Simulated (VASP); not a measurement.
SnSe2:

```xyz
3
Lattice="3.8252 0.0000 0.0000 -1.9126 3.3127 0.0000 0.0000 0.0000 6.2271" Properties=species:S:1:pos:R:3 pbc="T T T"
Sn    0.0000    0.0000    0.0000
Se    0.0000    2.2085    1.5759
Se    1.9126    1.1042    4.6511
```

Base run:

* Program: VASP 6.6.1
* Functional: r2SCAN
* Potentials or basis: VASP PAW PBE potentials, release 64 (Sn_d, Se)
* Cutoff: 520 eV
* k mesh: 6 × 6 × 4
* Occupations: gaussian, width 0.01 eV
* Spin: no spin polarisation

Its results: band gap on the k mesh 1.07 eV (least direct gap 1.51 eV); pressure 1.0 GPa; largest force 0.026 eV/Å.

Q: The run is repeated on the same cell with these changes: functional from r2SCAN to PBE. What comes out?

A: Band gap on the k mesh 0.79 eV (least direct gap 1.12 eV); pressure 3.0 GPa; largest force 0.262 eV/Å.

Caveats: spin-orbit coupling is left out, which moves the levels of the heavy elements; the PAW data sets were made with another functional, which shifts forces and pressure a little (at least some runs); the cell stands under pressure (at least some runs); semilocal functionals underestimate gaps, and a narrow one can read as zero (at least some runs); this functional lacks dispersion, which binds layers or chains, so the pressure and a relaxed spacing across them are unreliable (at least some runs).

A k mesh can miss the band edges.
